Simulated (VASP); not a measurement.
# GaP2 (Pnnm) in VASP: further runs, part 2 of 2

VASP 6.6.1.

## Step 4: Single point, PBE

This run uses another cell than the first one, of 18.44 Å³/atom, 1.099 times its volume.

INCAR

```
SYSTEM = GaP2
PREC = Accurate
ENCUT = 520
EDIFF = 1E-6
ISMEAR = 0
SIGMA = 0.1
LREAL = .False.
LASPH = .True.
NELM = 60
ALGO = Normal
ISIF = 2
LWAVE = .False.
LCHARG = .True.
GGA = PE
LELF = .True.
LVHAR = .True.
NBANDS = 32
```

KPOINTS

```
Automatic mesh
0
Gamma
  6 6 8
  0 0 0
```

POSCAR

```
GaP2
1.0
    4.9601514686      0.0000000000      0.0000000000
    0.0000000000      6.1256280153      0.0000000000
    0.0000000000      0.0000000000      3.6409147096
Ga P
2 4
Direct
    0.5000000000      0.0000000000      0.5000000000
    0.0000000000      0.5000000000      0.0000000000
    0.1657770388      0.1069170420      0.0000000000
    0.8342229612      0.8930829580      0.0000000000
    0.6657770388      0.3930829580      0.5000000000
    0.3342229612      0.6069170420      0.5000000000
```

Potentials or basis: VASP PAW PBE potentials, release 64 (Ga_d, P).

Started as:

```bash
$ cat potpaw_PBE.64/Ga_d/POTCAR potpaw_PBE.64/P/POTCAR > POTCAR
$ mpirun -np 1 vasp_std > vasp.out
```

OUTCAR:

```text
SYSTEM = GaP2
   PREC = Accurate
   ENCUT = 520
   EDIFF = 1E-6
   ISMEAR = 0
   LREAL = .False.
   LASPH = .True.
   NELM = 60
   ISIF = 2
   GGA = PE

 ion  position               nearest neighbor table
   1  0.500  0.000  0.500-   5 2.54   6 2.54   3 2.55   4 2.55   3 2.55   4 2.55
   2  0.000  0.500  0.000-   3 2.54   4 2.54   5 2.55   6 2.55   5 2.55   6 2.55
   3  0.166  0.107  0.000-   4 2.10   2 2.54   1 2.55   1 2.55
   4  0.834  0.893  0.000-   3 2.10   2 2.54   1 2.55   1 2.55
   5  0.666  0.393  0.500-   6 2.10   1 2.54   2 2.55   2 2.55
   6  0.334  0.607  0.500-   5 2.10   1 2.54   2 2.55   2 2.55

[... 1051 lines left out ...]
  Total       -0.1164939     -0.0709049      0.0224245     -0.0000000      0.0000000      0.0000000
  in kB       -1.6871662     -1.0269064      0.3247715     -0.0000000      0.0000000      0.0000000
  external PRESSURE =      -0.7964337 kB  Pullay stress =       0.0000000 kB

 VOLUME and BASIS-vectors are now :
 -----------------------------------------------------------------------------
  energy-cutoff  :      520.00
  volume of cell :      110.63
      direct lattice vectors                 reciprocal lattice vectors
     4.960151469  0.000000000  0.000000000     0.201606747  0.000000000  0.000000000
     0.000000000  6.125628015  0.000000000     0.000000000  0.163248568  0.000000000
     0.000000000  0.000000000  3.640914710     0.000000000  0.000000000  0.274656255

 POSITION                                       TOTAL-FORCE (eV/Angst)
 -----------------------------------------------------------------------------------
      2.48008      0.00000      1.82046         0.000000     -0.000000      0.000000
      0.00000      3.06281      0.00000         0.000000     -0.000000      0.000000
      0.82228      0.65493      0.00000        -0.044558     -0.037070      0.000000
      4.13787      5.47069      0.00000         0.044558      0.037070      0.000000
      3.30235      2.40788      1.82046        -0.044558      0.037070      0.000000
      1.65780      3.71775      1.82046         0.044558     -0.037070      0.000000
 -----------------------------------------------------------------------------------
    total drift:                               -0.000000      0.000000     -0.000000

  FREE ENERGIE OF THE ION-ELECTRON SYSTEM (eV)
  ---------------------------------------------------
  free  energy   TOTEN  =       -27.5224224572 eV

  energy  without entropy=      -27.5140971123  energy(sigma->0) =      -27.51825978
```

Wall time 3.3 min (1 thread of Intel Xeon Platinum 8259CL at 2.50GHz (Skylake/Cascade Lake), shared host); peak memory 0.36 GiB.

Results:

```yaml
Free_energy: -27.5224 eV
Pressure: -0.1 GPa
Largest_force: 0.058 eV/Å
Band_gap_on_the_k_mesh: zero (band 23 reaches 7.69 eV, above the bottom of band 24 at 4.11 eV)
```

Forces on the atoms (eV/Å):
```
Ga   0.000  0.000  0.000
Ga   0.000  0.000  0.000
P   -0.045 -0.037  0.000
P    0.045  0.037  0.000
P   -0.045  0.037  0.000
P    0.045 -0.037  0.000
```

## Step 5: Single point, PBE

This run uses another cell than the first one, of 18.44 Å³/atom, 1.099 times its volume.

INCAR

```
SYSTEM = GaP2
PREC = Accurate ; ENCUT = 520
EDIFF = 1E-6 ; ISMEAR = 0
SIGMA = 0.1 ; LREAL = .FALSE.
LASPH = .TRUE. ; NELM = 80
ALGO = Normal ; ISIF = 2
LWAVE = .FALSE. ; LCHARG = .FALSE.
GGA = PE ; NBANDS = 32
```

KPOINTS

```
regular mesh
0
G
  6 6 8
  0 0 0
```

POSCAR

```
GaP2
1.0
    4.9617031462      0.0000000000      0.0000000000
    0.0000000000      6.1239513248      0.0000000000
    0.0000000000      0.0000000000      3.6408008571
Ga P
2 4
Direct
    0.5000000000      0.0000000000      0.5000000000
    0.0000000000      0.5000000000      0.0000000000
    0.1657575214      0.1068648608      0.0000000000
    0.8342424786      0.8931351392      0.0000000000
    0.6657575214      0.3931351392      0.5000000000
    0.3342424786      0.6068648608      0.5000000000
```

Started as:

```bash
$ cat potpaw_PBE.64/Ga_d/POTCAR potpaw_PBE.64/P/POTCAR > POTCAR
$ mpirun -np 1 vasp_std > vasp.out
```

It took 3.4 min on 1 thread of Intel Xeon Platinum 8259CL at 2.50GHz (Skylake/Cascade Lake), shared host; peak memory 0.36 GiB.

The run converged. Its results:

| Quantity | Value |
| --- | --- |
| Free energy | -27.5225 eV |
| Pressure | -0.1 GPa |
| Largest force | 0.053 eV/Å |
| Band gap on the k mesh | zero (band 23 reaches 7.69 eV, above the bottom of band 24 at 4.11 eV) |

Forces on the atoms (eV/Å):
```
Ga   0.000  0.000  0.000
Ga   0.000  0.000  0.000
P   -0.042 -0.033  0.000
P    0.042  0.033  0.000
P   -0.042  0.033  0.000
P    0.042 -0.033  0.000
```

Stress tensor (GPa, compression positive):
```
-0.17  0.00  0.00
 0.00 -0.08  0.00
 0.00  0.00  0.03
```

Levels at points of the mesh, in eV from the Fermi level:
| k point | band 19 | band 20 | band 21 | band 22 | band 23 | band 24 | band 25 | band 26 | band 27 | band 28 |
| --- | --- | --- | --- | --- | --- | --- | --- | --- | --- | --- |
| (0.00, 0.00, 0.00) | -2.97 | -2.65 | -0.80 | 0.71 | 1.48 | 1.85 | 2.51 | 3.06 | 3.17 | 4.37 |
| (0.50, 0.00, 0.00) | -1.33 | -1.33 | -0.40 | -0.40 | 0.49 | 0.49 | 2.55 | 2.55 | 3.20 | 3.20 |
| (0.00, 0.50, 0.00) | -1.93 | -1.93 | -1.38 | -1.38 | 1.87 | 1.87 | 1.93 | 1.93 | 3.95 | 3.95 |
| (0.50, 0.50, 0.00) | -1.19 | -1.19 | -0.97 | -0.97 | -0.17 | -0.17 | 1.57 | 1.57 | 4.12 | 4.12 |
| (0.00, 0.00, 0.50) | -3.53 | -3.53 | -1.56 | -1.56 | -1.36 | -1.36 | 1.54 | 1.54 | 2.44 | 2.44 |
| (0.50, 0.00, 0.50) | -3.84 | -3.84 | -2.79 | -2.79 | 0.92 | 0.92 | 3.97 | 3.97 | 4.42 | 4.42 |
| (0.00, 0.50, 0.50) | -2.58 | -2.58 | -2.05 | -2.05 | -1.71 | -1.71 | 0.37 | 0.37 | 4.68 | 4.68 |
| (0.50, 0.50, 0.50) | -2.45 | -2.45 | -1.29 | -1.29 | -0.16 | -0.16 | 1.88 | 1.88 | 4.60 | 4.60 |

## Step 6: Summary

| task | cell | cutoff (eV) | gap on the mesh (eV) | pressure (GPa) | largest force (eV/Å) |
| --- | --- | --- | --- | --- | --- |
| relaxation of shape and atoms at fixed volume | relaxed from a = 4.859, b = 5.953, c = 3.481 Å, 6 atoms | 600 | none | 8.3 | - |
| single point | a = 4.960, b = 6.126, c = 3.642 Å, 6 atoms | 520 | none | -0.1 | 0.05 |
| single point | a = 4.960, b = 6.126, c = 3.641 Å, 6 atoms | 520 | none | -0.1 | 0.06 |
| single point | a = 4.962, b = 6.124, c = 3.641 Å, 6 atoms | 520 | none | -0.1 | 0.05 |

Alike in all rows: level PBE; potentials or basis VASP PAW PBE potentials, release 64 (Ga_d, P); no spin polarisation; k mesh 6 × 6 × 8; smearing gaussian 0.1 eV.

Absolute energies hang on the potentials; compare differences alone.
